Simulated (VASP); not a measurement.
# Ni (Fm-3m) in VASP: a series of runs

The runs below take Ni through single point, with LDA.

Everything below comes from runs of VASP 6.6.1. Logs are shortened: lines on timing, memory, paths and dates and some standing lists are left out, and cuts for length are marked.

### Step 1. The cell of the first run

Symmetry: Fm-3m, No. 225, cubic system. The conventional cell has a = 3.424 Å, b = 3.424 Å, c = 3.424 Å, α = 90.00°, β = 90.00°, γ = 90.00°. Within 3.2 Å of Ni (site symmetry m-3m) lie 12 Ni at 2.42 Å.

### Step 2. Single point, LDA, collinear spin, ferromagnetic start

Input file INCAR:

```
SYSTEM = Ni
ALGO = Normal
EDIFF = 1E-6
ENCUT = 520
ISIF = 2
ISMEAR = 0
ISPIN = 2
LASPH = .TRUE.
LCHARG = .FALSE.
LMAXMIX = 4
LORBIT = 11
LREAL = .FALSE.
LWAVE = .FALSE.
MAGMOM = 0.7
NBANDS = 15
NELM = 150
PREC = Accurate
SIGMA = 0.15
```

Input file KPOINTS:

```
k-points
0
G
  24 24 24
  0 0 0
```

Input file POSCAR:

```
Ni
1.0
    0.0000000000      1.7121260312      1.7121260312
    1.7121260312      0.0000000000      1.7121260312
    1.7121260312      1.7121260312      0.0000000000
Ni
1
Direct
    0.0000000000      0.0000000000      0.0000000000
```

Potentials or basis: VASP PAW LDA potentials, release 64 (Ni).

Command:

```bash
$ cat potpaw_LDA.64/Ni/POTCAR > POTCAR
$ mpirun -np 1 vasp_std > vasp.out
```

OUTCAR:

```text
SYSTEM = Ni
   EDIFF = 1E-6
   ENCUT = 520
   ISIF = 2
   ISMEAR = 0
   ISPIN = 2
   LASPH = .TRUE.
   LORBIT = 11
   LREAL = .FALSE.
   NELM = 150
   PREC = Accurate

 ion  position               nearest neighbor table
   1  0.000  0.000  0.000-

  LATTYP: Found a face centered cubic cell.
 ALAT       =     3.4242520624

  Lattice vectors:

 A1 = (   0.0000000000,   1.7121260312,   1.7121260312)
 A2 = (   1.7121260312,   0.0000000000,   1.7121260312)
 A3 = (   1.7121260312,   1.7121260312,   0.0000000000)

Analysis of symmetry for initial positions (statically):
=====================================================================
 Subroutine PRICEL returns:
 Original cell was already a primitive cell.

 Routine SETGRP: Setting up the symmetry group for a
 face centered cubic supercell.

 Subroutine GETGRP returns: Found 48 space group operations
 (whereof 48 operations were pure point group operations)
 out of a pool of 48 trial point group operations.

The static configuration has the point symmetry O_h .

Analysis of symmetry for dynamics (positions and initial velocities):
=====================================================================
 Subroutine PRICEL returns:
 Original cell was already a primitive cell.

 Routine SETGRP: Setting up the symmetry group for a
 face centered cubic supercell.

 Subroutine GETGRP returns: Found 48 space group operations
 (whereof 48 operations were pure point group operations)
 out of a pool of 48 trial point group operations.

The dynamic configuration has the point symmetry O_h .

Analysis of structural, dynamic, and magnetic symmetry:
=====================================================================
 Subroutine PRICEL returns:
 Original cell was already a primitive cell.

 Routine SETGRP: Setting up the symmetry group for a
 face centered cubic supercell.

 Subroutine GETGRP returns: Found 48 space group operations
 (whereof 48 operations were pure point group operations)
 out of a pool of 48 trial point group operations.

The overall configuration has the point symmetry O_h .

 Subroutine INISYM returns: Found 48 space group operations
 (whereof 48 operations are pure point group operations),
 and found     1 'primitive' translations

----------------------------------------------------------------------------------------

                                     Primitive cell

  volume of cell :      10.0378

  direct lattice vectors                    reciprocal lattice vectors
     0.000000000  1.712126031  1.712126031    -0.292034576  0.292034576  0.292034576
     1.712126031  0.000000000  1.712126031     0.292034576 -0.292034576  0.292034576
     1.712126031  1.712126031  0.000000000     0.292034576  0.292034576 -0.292034576
[... 120 lines left out ...]

 number of electron      10.0000000 magnetization       0.7000000

 number of electron       9.9999991 magnetization       0.5587736

 Free energy of the ion-electron system (eV)
  ---------------------------------------------------
  ext. energy  EPLUGINS =         0.00000000
  ---------------------------------------------------
  free energy    TOTEN  =        -6.58895931 eV

  energy without entropy =       -6.56971034  energy(sigma->0) =       -6.57933483

 E-fermi :  10.2179     XC(G=0): -14.0962

 val. band max:       10.2176200846   @ k =  -0.4167   0.1250   0.0000
 cond. band min:      10.2185438409   @ k =   0.5000   0.2083   0.0833
 fundamental gap:      0.0009237562
 Fermi energy:        10.2178899383

 spin component 1

 k-point     1 :       0.0000    0.0000    0.0000
  band No.  band energies     occupation
      1       0.6701      1.00000
      2       7.6834      1.00000
      3       7.6834      1.00000
      4       7.6834      1.00000
      5       8.9767      1.00000
      6       8.9767      1.00000
      7      34.6784      0.00000
      8      39.0802      0.00000
      9      39.0802      0.00000
     10      39.0802      0.00000
     11      42.3482      0.00000
     12      42.3482      0.00000
     13      42.3482      0.00000
     14      45.3061      0.00000
[... 403 lines left out ...]
      4       8.9332      1.00000
      5       9.7461      1.00000
      6      10.1345      0.78416
      7      17.3362      0.00000
      8      32.9949      0.00000
      9      35.2760      0.00000
     10      36.0314      0.00000
     11      39.8023      0.00000
     12      40.3478      0.00000
     13      46.2441      0.00000
     14      55.2776      0.00000
     15      56.7832      0.00000

 [... further k-points ...]

 spin component 2

 k-point     1 :       0.0000    0.0000    0.0000
  band No.  band energies     occupation
      1       0.7124      1.00000
      2       8.2564      1.00000
      3       8.2564      1.00000
      4       8.2564      1.00000
      5       9.5036      1.00000
      6       9.5036      1.00000
      7      34.6670      0.00000
      8      39.1234      0.00000
      9      39.1234      0.00000
     10      39.1234      0.00000
     11      42.5085      0.00000
     12      42.5085      0.00000
     13      42.5085      0.00000
     14      45.2878      0.00000
[... 403 lines left out ...]
      4       9.1811      1.00000
      5      10.3536      0.10040
      6      10.5893      0.00023
      7      17.6580      0.00000
      8      32.9906      0.00000
      9      35.3941      0.00000
     10      36.1465      0.00000
     11      39.9144      0.00000
     12      40.4625      0.00000
     13      46.4207      0.00000
     14      55.9201      0.00000
     15      57.5068      0.00000

 [... further k-points ...]
[... 5 lines left out ...]
  --------------------------------------------------------------------------------------
  -------------------------------------------------------------------------------------
  Total       -0.0212306     -0.0212306     -0.0212306     -0.0000000     -0.0000000      0.0000000
  in kB       -3.3887270     -3.3887270     -3.3887270     -0.0000000     -0.0000000      0.0000000
  external PRESSURE =      -3.3887270 kB  Pullay stress =       0.0000000 kB

 VOLUME and BASIS-vectors are now :
 -----------------------------------------------------------------------------
  energy-cutoff  :      520.00
  volume of cell :       10.04
      direct lattice vectors                 reciprocal lattice vectors
     0.000000000  1.712126031  1.712126031    -0.292034576  0.292034576  0.292034576
     1.712126031  0.000000000  1.712126031     0.292034576 -0.292034576  0.292034576
     1.712126031  1.712126031  0.000000000     0.292034576  0.292034576 -0.292034576

 POSITION                                       TOTAL-FORCE (eV/Angst)
 -----------------------------------------------------------------------------------
      0.00000      0.00000      0.00000         0.000000      0.000000      0.000000
 -----------------------------------------------------------------------------------
    total drift:                                0.000000     -0.000000     -0.000000

  FREE ENERGIE OF THE ION-ELECTRON SYSTEM (eV)
  ---------------------------------------------------
  free  energy   TOTEN  =        -6.5889593108 eV

  energy  without entropy=       -6.5697103443  energy(sigma->0) =       -6.57933483

 total charge

# of ion       s       p       d       tot
------------------------------------------
    1        0.534   0.571   8.369   9.475

 magnetization (x)

# of ion       s       p       d       tot
------------------------------------------
    1       -0.005  -0.018   0.583   0.559
```

Run time: 2.3 min. Hardware: 1 thread of Intel Xeon 8259CL, shared host; peak memory 0.2 GiB.

What came out:

| Quantity | Value |
| --- | --- |
| Free energy | -6.5890 eV |
| Pressure | -0.3 GPa |
| Net moment | 0.56 μB per cell |
| Site moments | Ni +0.56 μB |
| Valence electrons inside the program's atomic spheres | Ni 9.47 |

Levels at points of the mesh, in eV from the Fermi level:
Spin up:
```
           k point  band 1  band 2  band 3  band 4  band 5  band 6  band 7  band 8  band 9  band 10
(0.00, 0.00, 0.00)   -9.55   -2.53   -2.53   -2.53   -1.24   -1.24   24.46   28.86   28.86    28.86
(0.50, 0.00, 0.00)   -5.23   -2.55   -2.55   -0.45   -0.45   -0.40    6.34   22.94   26.00    26.00
(0.50, 0.50, 0.00)   -5.10   -4.55   -0.43   -0.28   -0.28    2.51   10.04   15.55   15.55    20.88
```
Spin down:
```
           k point  band 1  band 2  band 3  band 4  band 5  band 6  band 7  band 8  band 9  band 10
(0.00, 0.00, 0.00)   -9.51   -1.96   -1.96   -1.96   -0.71   -0.71   24.45   28.91   28.91    28.91
(0.50, 0.00, 0.00)   -4.88   -2.03   -2.03   -0.36    0.15    0.15    6.70   22.92   26.11    26.11
(0.50, 0.50, 0.00)   -4.77   -4.08    0.12    0.38    0.38    2.56   10.31   15.61   15.61    21.10
```

### Step 3. Single point, LDA, collinear spin, ferromagnetic start

Input file INCAR:

```
ALGO     = Fast           # electronic algorithm
EDIFF    = 1E-6           # SCF threshold, eV
ENCUT    = 520            # plane-wave cutoff, eV
ISIF     = 2              # what is computed and relaxed
ISMEAR   = 0              # smearing method
ISPIN    = 2              # spin polarisation
LASPH    = True           # aspherical terms in the spheres
LCHARG   = True           # write CHGCAR
LELF     = True           # ELF
LMAXMIX  = 4              # l up to which the mixer works
LORBIT   = 11             # projections on sites
LREAL    = False          # projectors in reciprocal space
LVHAR    = True         
LWAVE    = False          # write WAVECAR
MAGMOM   = 0.7            # initial moments
NBANDS   = 15             # bands
NELM     = 150            # most SCF steps
PREC     = Accurate       # precision mode
SIGMA    = 0.15           # smearing width, eV
```

Input file KPOINTS:

```
k-points
0
Gamma
  22 22 22
```

Input file POSCAR:

```
Ni
1.0
    0.0000000000      1.7121260318      1.7121260318
    1.7121260318      0.0000000000      1.7121260318
    1.7121260318      1.7121260318      0.0000000000
Ni
1
Direct
    0.0000000000      0.0000000000      0.0000000000
```

Potentials or basis: VASP PAW LDA potentials, release 64 (Ni).

Command:

```bash
$ cat potpaw_LDA.64/Ni/POTCAR > POTCAR
$ mpirun -np 1 vasp_std > vasp.out
```

It took 75 s on 1 thread of AMD EPYC 7R13 (Zen 3), shared host; peak memory 0.14 GiB.

It converged, with:

```
Free energy                                           : -6.5883 eV
Pressure                                              : -0.4 GPa
Net moment                                            : 0.57 μB per cell
Site moments                                          : Ni +0.57 μB
Valence electrons inside the program's atomic spheres : Ni 9.47
```

Levels at points of the mesh, in eV from the Fermi level:
Spin up:
| k point | band 2 | band 3 | band 4 | band 5 | band 6 | band 7 | band 8 | band 9 |
| --- | --- | --- | --- | --- | --- | --- | --- | --- |
| (0.00, 0.00, 0.00) | -2.54 | -2.54 | -2.54 | -1.25 | -1.25 | 24.46 | 28.86 | 28.86 |
| (0.50, 0.00, 0.00) | -2.55 | -2.55 | -0.46 | -0.46 | -0.40 | 6.34 | 22.94 | 26.00 |
| (0.50, 0.50, 0.00) | -4.55 | -0.43 | -0.28 | -0.28 | 2.51 | 10.04 | 15.54 | 15.54 |
Spin down:
```tsv
k point	band 1	band 2	band 3	band 4	band 5	band 6	band 7	band 8	band 9	band 10
(0.00, 0.00, 0.00)	-9.51	-1.96	-1.96	-1.96	-0.71	-0.71	24.45	28.91	28.91	28.91
(0.50, 0.00, 0.00)	-4.88	-2.03	-2.03	-0.36	0.16	0.16	6.70	22.92	26.11	26.11
(0.50, 0.50, 0.00)	-4.77	-4.07	0.12	0.38	0.38	2.57	10.31	15.61	15.61	21.11
```

### Step 4. Single point, LDA, collinear spin, ferromagnetic start

Input file INCAR:

```
SYSTEM = Ni
ALGO = Normal
EDIFF = 1E-6
ENCUT = 520
ISIF = 2
ISMEAR = 0
ISPIN = 2
LASPH = .TRUE.
LCHARG = .FALSE.
LMAXMIX = 4
LORBIT = 11
LREAL = .FALSE.
LWAVE = .FALSE.
MAGMOM = 0.7
NBANDS = 15
NELM = 150
PREC = Accurate
SIGMA = 0.15
```

Input file KPOINTS:

```
k-points
0
G
  24 24 24
  0 0 0
```

POSCAR is that of step 3.

Potentials or basis: VASP PAW LDA potentials, release 64 (Ni).

Command:

```bash
$ cat potpaw_LDA.64/Ni/POTCAR > POTCAR
$ mpirun -np 1 vasp_std > vasp.out
```

OUTCAR:

```text
SYSTEM = Ni
   EDIFF = 1E-6
   ENCUT = 520
   ISIF = 2
   ISMEAR = 0
   ISPIN = 2
   LASPH = .TRUE.
   LORBIT = 11
   LREAL = .FALSE.
   NELM = 150
   PREC = Accurate

 ion  position               nearest neighbor table
   1  0.000  0.000  0.000-

  LATTYP: Found a face centered cubic cell.
 ALAT       =     3.4242520636

  Lattice vectors:

 A1 = (   0.0000000000,   1.7121260318,   1.7121260318)
 A2 = (   1.7121260318,   0.0000000000,   1.7121260318)
 A3 = (   1.7121260318,   1.7121260318,   0.0000000000)

Analysis of symmetry for initial positions (statically):
=====================================================================
 Subroutine PRICEL returns:
 Original cell was already a primitive cell.

 Routine SETGRP: Setting up the symmetry group for a
 face centered cubic supercell.

 Subroutine GETGRP returns: Found 48 space group operations
 (whereof 48 operations were pure point group operations)
 out of a pool of 48 trial point group operations.

The static configuration has the point symmetry O_h .

Analysis of symmetry for dynamics (positions and initial velocities):
=====================================================================
 Subroutine PRICEL returns:
 Original cell was already a primitive cell.

 Routine SETGRP: Setting up the symmetry group for a
 face centered cubic supercell.

 Subroutine GETGRP returns: Found 48 space group operations
 (whereof 48 operations were pure point group operations)
 out of a pool of 48 trial point group operations.

The dynamic configuration has the point symmetry O_h .

Analysis of structural, dynamic, and magnetic symmetry:
=====================================================================
 Subroutine PRICEL returns:
 Original cell was already a primitive cell.

 Routine SETGRP: Setting up the symmetry group for a
 face centered cubic supercell.

 Subroutine GETGRP returns: Found 48 space group operations
 (whereof 48 operations were pure point group operations)
[... 163 lines left out ...]
      2       7.6834      1.00000
      3       7.6834      1.00000
      4       7.6834      1.00000
      5       8.9767      1.00000
      6       8.9767      1.00000
      7      34.6784      0.00000
      8      39.0802      0.00000
      9      39.0802      0.00000
     10      39.0802      0.00000
     11      42.3482      0.00000
     12      42.3482      0.00000
     13      42.3482      0.00000
     14      45.3061      0.00000
[... 403 lines left out ...]
      4       8.9332      1.00000
      5       9.7461      1.00000
      6      10.1345      0.78416
      7      17.3362      0.00000
      8      32.9949      0.00000
      9      35.2760      0.00000
     10      36.0314      0.00000
     11      39.8023      0.00000
     12      40.3478      0.00000
     13      46.2441      0.00000
     14      55.2776      0.00000
     15      56.7832      0.00000

 [... further k-points ...]

 spin component 2

 k-point     1 :       0.0000    0.0000    0.0000
  band No.  band energies     occupation
      1       0.7124      1.00000
      2       8.2564      1.00000
      3       8.2564      1.00000
      4       8.2564      1.00000
      5       9.5036      1.00000
      6       9.5036      1.00000
      7      34.6670      0.00000
      8      39.1234      0.00000
      9      39.1234      0.00000
     10      39.1234      0.00000
     11      42.5085      0.00000
     12      42.5085      0.00000
     13      42.5085      0.00000
     14      45.2878      0.00000
[... 403 lines left out ...]
      4       9.1811      1.00000
      5      10.3536      0.10040
      6      10.5893      0.00023
      7      17.6580      0.00000
      8      32.9906      0.00000
      9      35.3941      0.00000
     10      36.1465      0.00000
     11      39.9144      0.00000
     12      40.4625      0.00000
     13      46.4207      0.00000
     14      55.9201      0.00000
     15      57.5068      0.00000

 [... further k-points ...]

------------------------ aborting loop because EDIFF is reached ----------------------------------------

  FORCE on cell =-STRESS in cart. coord.  units (eV):
  Direction    XX          YY          ZZ          XY          YZ          ZX
  --------------------------------------------------------------------------------------
  -------------------------------------------------------------------------------------
  Total       -0.0212307     -0.0212307     -0.0212307     -0.0000000      0.0000000      0.0000000
  in kB       -3.3887359     -3.3887359     -3.3887359     -0.0000000      0.0000000      0.0000000
  external PRESSURE =      -3.3887359 kB  Pullay stress =       0.0000000 kB

 VOLUME and BASIS-vectors are now :
 -----------------------------------------------------------------------------
  energy-cutoff  :      520.00
  volume of cell :       10.04
      direct lattice vectors                 reciprocal lattice vectors
     0.000000000  1.712126032  1.712126032    -0.292034576  0.292034576  0.292034576
     1.712126032  0.000000000  1.712126032     0.292034576 -0.292034576  0.292034576
     1.712126032  1.712126032  0.000000000     0.292034576  0.292034576 -0.292034576

 POSITION                                       TOTAL-FORCE (eV/Angst)
 -----------------------------------------------------------------------------------
      0.00000      0.00000      0.00000         0.000000      0.000000      0.000000
 -----------------------------------------------------------------------------------
    total drift:                                0.000000     -0.000000      0.000000

  FREE ENERGIE OF THE ION-ELECTRON SYSTEM (eV)
  ---------------------------------------------------
  free  energy   TOTEN  =        -6.5889593102 eV

  energy  without entropy=       -6.5697103437  energy(sigma->0) =       -6.57933483

 total charge

# of ion       s       p       d       tot
------------------------------------------
    1        0.534   0.571   8.369   9.475

 magnetization (x)

# of ion       s       p       d       tot
------------------------------------------
    1       -0.005  -0.018   0.583   0.559
```

stdout:

```text
POSCAR found type information on POSCAR Ni
 POSCAR found :  1 types and       1 ions
 scaLAPACK will be used
 LDA part: xc-table for (Slater(with rela. corr.)+CA(PZ))
 , standard interpolation
 POSCAR, INCAR and KPOINTS ok, starting setup
 FFT: planning ... GRIDC
 FFT: planning ... GRID_SOFT
 FFT: planning ... GRID
 WAVECAR not read
 entering main loop
```

Wall time 84 s (1 thread of AMD EPYC 7R13 (Zen 3), shared host); peak memory 0.16 GiB.

Results:

```yaml
Free_energy: -6.5890 eV
Pressure: -0.3 GPa
Net_moment: 0.56 μB per cell
Site_moments: Ni +0.56 μB
Valence_electrons_inside_the_program's_atomic_spheres: Ni 9.47
```
